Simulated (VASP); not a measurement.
# CdH6 (P4mm) in VASP: a series of runs

The runs below take CdH6 through single point, relaxation of cell and atoms, with PBE.

Everything below comes from runs of VASP 6.6.1. Logs are shortened: lines on timing, memory, paths and dates and some standing lists are left out, and cuts for length are marked.

## (1) The cell of the first run

It takes space group P4mm (No. 99, tetragonal). The conventional cell has a = 4.532 Å, b = 4.532 Å, c = 3.560 Å, α = 90.00°, β = 90.00°, γ = 90.00°. Within 3.0 Å of Cd (site symmetry 4mm) lie 12 H at 2.26 to 2.33 Å. Within 2.7 Å of H (site symmetry m) lie 8 H at 2.05 to 2.55 Å and 2 Cd at 2.26 to 2.33 Å. H (site symmetry 2mm) has 8 H at 2.25 to 2.55 Å and 2 Cd at 2.27 Å within 3.0 Å.

## (2) Single point, PBE

The input, INCAR:

```
SYSTEM = CdH6
ALGO = Normal ; EDIFF = 1E-6
ENCUT = 520 ; GGA = PE
ISIF = 2 ; ISMEAR = 0
LASPH = .TRUE. ; LCHARG = .FALSE.
LREAL = .FALSE. ; LWAVE = .FALSE.
NBANDS = 18 ; NELM = 80
PREC = Accurate ; SIGMA = 0.1
```

The input, KPOINTS:

```
k-points
0
G
  4 4 6
  0 0 0
```

The input, POSCAR:

```
CdH6
1.0
    4.5321884600      0.0000000000      0.0000000000
    0.0000000000      4.5321884600      0.0000000000
    0.0000000000      0.0000000000      3.5596926900
Cd H
1 6
Direct
    0.0000000000      0.0000000000      0.9633807600
    0.2258818100      0.2258818100      0.4512058400
    0.7741181900      0.7741181900      0.4512058400
    0.7741181900      0.2258818100      0.4512058400
    0.2258818100      0.7741181900      0.4512058400
    0.5000000000      0.0000000000      0.0084999200
    0.0000000000      0.5000000000      0.0084999200
```

Potentials or basis: VASP PAW PBE potentials, release 64 (Cd, H).

Launch:

```console
$ cat potpaw_PBE.64/Cd/POTCAR potpaw_PBE.64/H/POTCAR > POTCAR
$ mpirun -np 1 vasp_std > vasp.out
```

OUTCAR:

```text
SYSTEM = CdH6
   EDIFF = 1E-6
   ENCUT = 520
   GGA = PE
   ISIF = 2
   ISMEAR = 0
   LASPH = .TRUE.
   LREAL = .FALSE.
   NELM = 80
   PREC = Accurate

 ion  position               nearest neighbor table
   1  0.000  0.000  0.963-   2 2.26   3 2.26   4 2.26   5 2.26   6 2.27   7 2.27   7 2.27   6 2.27
                             4 2.33   5 2.33   2 2.33   3 2.33
   2  0.226  0.226  0.451-   1 2.26   1 2.33
   3  0.774  0.774  0.451-   1 2.26   1 2.33
   4  0.774  0.226  0.451-   1 2.26   1 2.33
   5  0.226  0.774  0.451-   1 2.26   1 2.33
   6  0.500  0.000  0.008-   1 2.27   1 2.27
   7  0.000  0.500  0.008-   1 2.27   1 2.27

  LATTYP: Found a simple tetragonal cell.
 ALAT       =     4.5321884600
 C/A-ratio  =     0.7854246842

  Lattice vectors:

 A1 = (   4.5321884600,   0.0000000000,   0.0000000000)
 A2 = (   0.0000000000,   4.5321884600,   0.0000000000)
 A3 = (   0.0000000000,   0.0000000000,   3.5596926900)

Analysis of symmetry for initial positions (statically):
=====================================================================
 Subroutine PRICEL returns:
 Original cell was already a primitive cell.

 Routine SETGRP: Setting up the symmetry group for a
 simple tetragonal supercell.

 Subroutine GETGRP returns: Found  8 space group operations
 (whereof  8 operations were pure point group operations)
 out of a pool of 16 trial point group operations.

The static configuration has the point symmetry C_4v.

Analysis of symmetry for dynamics (positions and initial velocities):
=====================================================================
 Subroutine PRICEL returns:
 Original cell was already a primitive cell.

 Routine SETGRP: Setting up the symmetry group for a
 simple tetragonal supercell.

 Subroutine GETGRP returns: Found  8 space group operations
 (whereof  8 operations were pure point group operations)
 out of a pool of 16 trial point group operations.

The dynamic configuration has the point symmetry C_4v.

 Subroutine INISYM returns: Found  8 space group operations
 (whereof  8 operations are pure point group operations),
 and found     1 'primitive' translations

----------------------------------------------------------------------------------------

                                     Primitive cell

  volume of cell :      73.1187

  direct lattice vectors                    reciprocal lattice vectors
[... 101 lines left out ...]
   NFREE  =      0    steps in history (QN), initial steepest desc. (CG)
   ISIF   =      2    stress and relaxation
   ISYM   =      2    0-nonsym 1-usesym 2-fastsym
   POTIM  = 0.5000    time-step for ionic-motion
   TEBEG  =    0.0;   TEEND  =   0.0 temperature during run
   PSTRESS=    0.0 pullay stress
   NELECT =      18.0000    total number of electrons
   NUPDOWN=      -1.0000    fix difference up-down
   EMIN   =  10.00;   EMAX   =-10.00  energy-range for DOS
   EFERMI =   0.00;   METHOD = LEGACY
   ISMEAR =     0;   SIGMA  =   0.10  broadening in eV -4-tet -1-fermi 0-gaus
   EFERMI_NEDOS =   21; number of points for ismear=-14 and -15
   IALGO  =     38    algorithm
   IMIX   =      4    mixing-type and parameters
     AMIX     =   0.40;   BMIX     =  1.00
     AMIX_MAG =   1.60;   BMIX_MAG =  1.00
  volume/ion in A,a.u.               =      10.45        70.49
  Fermi-wavevector in a.u.,A,eV,Ry     =   1.026021  1.938898 14.323109  1.052719
  Thomas-Fermi vector in A             =   2.159892
   LORBIT       =      0    0 simple, 1 ext, 2 COOP (PROOUT), +10 PAW based schemes
   GGA     = PE    functional components
   LHFCALC =     F    Hartree Fock is set to
   AEXX    =    0.0000 exact exchange contribution
   IVDW    =     0    specifies the selected vdW correction
   LEPSILON=     F    determine dielectric tensor
   LRPA    =     F    only Hartree local field effects (RPA)
 non-spin polarized calculation
 Gauss-broadening in eV      SIGMA  =   0.10
  energy-cutoff  :      520.00
  volume of cell :       73.12
 maximum number of plane-waves:      1991
 NGX is ok and might be reduce to    36
   NGX = 17   NGY = 17   NGZ = 13

 number of electron      17.9999997 magnetization

 Free energy of the ion-electron system (eV)
  ---------------------------------------------------
  ext. energy  EPLUGINS =         0.00000000
  ---------------------------------------------------
  free energy    TOTEN  =       -12.00486141 eV

  energy without entropy =      -11.98534812  energy(sigma->0) =      -11.99510477

 E-fermi :  -1.5233     XC(G=0):  -8.2815

 val. band max:       -1.5386383038   @ k =   0.2500   0.0000   0.1667
 cond. band min:      -1.5133945086   @ k =   0.2500   0.0000   0.3333
 fundamental gap:      0.0252437952
 Fermi energy:        -1.5232763222

 k-point     1 :       0.0000    0.0000    0.0000
  band No.  band energies     occupation
      1     -10.0684      2.00000
      2      -9.8086      2.00000
      3      -9.5013      2.00000
      4      -9.4288      2.00000
      5      -9.4288      2.00000
      6      -9.2364      2.00000
[... 481 lines left out ...]
      5      -9.3161      2.00000
      6      -5.6031      2.00000
[... 10 lines left out ...]
     17      11.2279      0.00000
     18      11.2279      0.00000

------------------------ aborting loop because EDIFF is reached ----------------------------------------

  FORCE on cell =-STRESS in cart. coord.  units (eV):
  Direction    XX          YY          ZZ          XY          YZ          ZX
  --------------------------------------------------------------------------------------
  -------------------------------------------------------------------------------------
  Total       -4.8254306     -4.8254306     -4.0392581      0.0000000      0.0000000      0.0000000
  in kB     -105.7348671   -105.7348671    -88.5082513      0.0000000      0.0000000      0.0000000
  external PRESSURE =     -99.9926619 kB  Pullay stress =       0.0000000 kB

 VOLUME and BASIS-vectors are now :
 -----------------------------------------------------------------------------
  energy-cutoff  :      520.00
  volume of cell :       73.12
      direct lattice vectors                 reciprocal lattice vectors
     4.532188460  0.000000000  0.000000000     0.220643958  0.000000000  0.000000000
     0.000000000  4.532188460  0.000000000     0.000000000  0.220643958  0.000000000
     0.000000000  0.000000000  3.559692690     0.000000000  0.000000000  0.280923127

 POSITION                                       TOTAL-FORCE (eV/Angst)
 -----------------------------------------------------------------------------------
      0.00000      0.00000      3.42934        -0.000000      0.000000     -0.051568
      1.02374      1.02374      1.60615        -0.189738     -0.189738     -0.012906
      3.50845      3.50845      1.60615         0.189738      0.189738     -0.012906
      3.50845      1.02374      1.60615         0.189738     -0.189738     -0.012906
      1.02374      3.50845      1.60615        -0.189738      0.189738     -0.012906
      2.26609      0.00000      0.03026        -0.000000      0.000000      0.051595
      0.00000      2.26609      0.03026        -0.000000      0.000000      0.051595
 -----------------------------------------------------------------------------------
    total drift:                                0.000000     -0.000000     -0.000458

  FREE ENERGIE OF THE ION-ELECTRON SYSTEM (eV)
  ---------------------------------------------------
  free  energy   TOTEN  =       -12.0048614140 eV

  energy  without entropy=      -11.9853481197  energy(sigma->0) =      -11.99510477
```

stdout:

```text
POSCAR found type information on POSCAR CdH
 POSCAR found :  2 types and       7 ions
 scaLAPACK will be used
 LDA part: xc-table for (Slater+PW92), standard interpolation
 POSCAR, INCAR and KPOINTS ok, starting setup
 FFT: planning ... GRIDC
 FFT: planning ... GRID_SOFT
 FFT: planning ... GRID
 WAVECAR not read
 entering main loop
```

Run time: 12 s. Hardware: 1 thread of Intel Xeon 6975P-C (Granite Rapids), shared host; peak memory 0.19 GiB.

What came out:

- Free energy: -12.0049 eV
- Pressure: -10.0 GPa
- Largest force: 0.269 eV/Å
- Band gap on the k mesh: zero (band 9 reaches -0.83 eV, above the bottom of band 10 at -2.44 eV)

Forces on the atoms (eV/Å):
```
Cd   0.000  0.000 -0.052
H   -0.190 -0.190 -0.013
H    0.190  0.190 -0.013
H    0.190 -0.190 -0.013
H   -0.190  0.190 -0.013
H    0.000  0.000  0.052
H    0.000  0.000  0.052
```

Levels at points of the mesh, in eV from the Fermi level:
```tsv
k point	band 7	band 8	band 9	band 10	band 11	band 12
(0.00, 0.00, 0.00)	-1.90	-1.90	-0.68	1.25	2.70	3.96
(0.50, 0.00, 0.00)	-5.10	-1.21	0.70	1.07	1.18	5.18
(0.50, 0.50, 0.00)	-4.62	-4.62	-0.81	1.75	1.75	6.33
(0.00, 0.00, 0.50)	-4.10	-0.08	-0.08	-0.06	2.68	4.95
(0.50, 0.00, 0.50)	-2.97	-2.71	-1.69	0.67	1.39	3.51
(0.50, 0.50, 0.50)	-2.46	-2.46	-0.91	-0.91	-0.32	-0.28
```

## (3) Relaxation of cell and atoms, PBE

The input, INCAR:

```
ALGO = Normal ; EDIFF = 1E-6
EDIFFG = -0.04 ; ENCUT = 600
GGA = PE ; IBRION = 2
ISIF = 3 ; ISMEAR = 0
LASPH = True ; LCHARG = False
LREAL = False ; LWAVE = False
NELM = 60 ; NSW = 90
PREC = Accurate ; SIGMA = 0.1
```

The input, KPOINTS:

```
k-points
0
Gamma
  4 4 6
```

POSCAR is that of step 2.

Potentials or basis: VASP PAW PBE potentials, release 64 (Cd, H).

Launch:

```console
$ cat potpaw_PBE.64/Cd/POTCAR potpaw_PBE.64/H/POTCAR > POTCAR
$ mpirun -np 1 vasp_std > vasp.out
```

It took 3.7 min on 1 thread of Intel Xeon 6975P-C (Granite Rapids), shared host; peak memory 0.2 GiB.

Results (log left out):

- Free energy: -15.2083 eV
- Relaxed volume: 7.18 Å³/atom
- Relaxed cell: a = 3.382 Å, b = 3.382 Å, c = 4.396 Å, α = 90.00°, β = 90.00°, γ = 90.00°
- Space group after relaxing (to 0.05 Å): P4mm (No. 99)
- Energy gained by relaxing: 457.7 meV/atom
- Ionic steps: 30
- Pressure after relaxing: 0.0 GPa
- Largest force after relaxing: 0.025 eV/Å
- Band gap on the k mesh: zero (band 9 reaches 1.47 eV, above the bottom of band 10 at -1.18 eV)

Forces on the atoms (eV/Å):
```
Cd   0.000  0.000 -0.025
H    0.006  0.006  0.013
H   -0.006 -0.006  0.013
H   -0.006  0.006  0.013
H    0.006 -0.006  0.013
H    0.000  0.000 -0.013
H    0.000  0.000 -0.013
```

Stress tensor (GPa, compression positive):
```
-0.12  0.00  0.00
 0.00 -0.12  0.00
 0.00  0.00  0.15
```

The path:
```csv
step,energy change (eV),largest force (eV/Å),pressure (GPa),volume (Å³)
1,0.0000,0.2682,-9.95,73.12
2,-0.3902,0.1537,-7.92,66.46
3,-0.6897,0.3363,-2.96,58.34
4,-0.7153,0.4436,0.64,54.90
5,-0.7167,0.4123,-0.30,55.68
6,-0.8331,0.3681,-0.11,54.14
7,-1.1471,0.4833,2.65,49.47
8,-1.3582,0.9103,25.01,40.07
9,-1.3836,0.9375,25.50,39.95
10,-1.4564,0.9989,26.86,39.60
11,-1.5642,1.1998,30.27,38.85
12,-1.6182,1.5270,39.72,37.19
13,-1.8994,1.3619,35.88,37.89
14,-2.2111,0.8657,27.77,39.90
15,-2.2222,0.8355,28.56,39.62
16,-2.4879,0.6590,22.71,40.88
17,-2.9641,0.3118,9.35,44.79
18,-2.8898,0.7802,-5.72,53.25
19,-3.0599,0.6022,0.37,48.82
20,-3.0636,0.5702,1.37,48.26
21,-3.0973,0.4905,0.94,48.61
22,-3.1641,0.2416,-0.03,49.67
23,-3.1510,0.3383,-0.62,51.83
24,-3.1816,0.0868,-0.52,50.63
25,-3.1817,0.0855,-0.44,50.56
26,-3.1883,0.0759,-0.34,50.48
27,-3.2010,0.0807,0.06,50.24
28,-3.1901,0.0560,0.97,49.69
29,-3.2029,0.0774,0.30,50.09
30,-3.2036,0.0250,-0.03,50.27
```

Final structure:
```
Cd H
1.0
     3.38169    0.00000    0.00000
     0.00000    3.38169    0.00000
     0.00000    0.00000    4.39590
Cd H
1 6
Cartesian
  0.0000 0.0000 3.6416
  1.0862 1.0862 2.0608
  2.2955 2.2955 2.0608
  2.2955 1.0862 2.0608
  1.0862 2.2955 2.0608
  1.6908 0.0000 0.1793
  0.0000 1.6908 0.1793
```

Levels at points of the mesh, in eV from the Fermi level:
```tsv
k point	band 6	band 7	band 8	band 9	band 10	band 11	band 12	band 13
(0.00, 0.00, 0.00)	-8.35	-5.62	0.21	0.21	1.06	1.48	6.67	9.63
(0.50, 0.00, 0.00)	-8.50	-6.12	-2.28	-1.50	1.73	4.60	4.77	5.86
(0.50, 0.50, 0.00)	-7.16	-4.72	-4.72	-1.43	0.72	0.72	5.10	6.63
(0.00, 0.00, 0.50)	-8.35	-7.33	0.61	0.61	1.48	3.51	7.94	7.94
(0.50, 0.00, 0.50)	-7.88	-5.01	-4.35	-3.69	1.72	6.74	7.15	7.76
(0.50, 0.50, 0.50)	-7.34	-3.11	-3.11	-1.99	-1.99	-0.42	1.56	4.73
```

Caveat: the volume moved by over 15 % at a fixed basis, so the end points are rough.
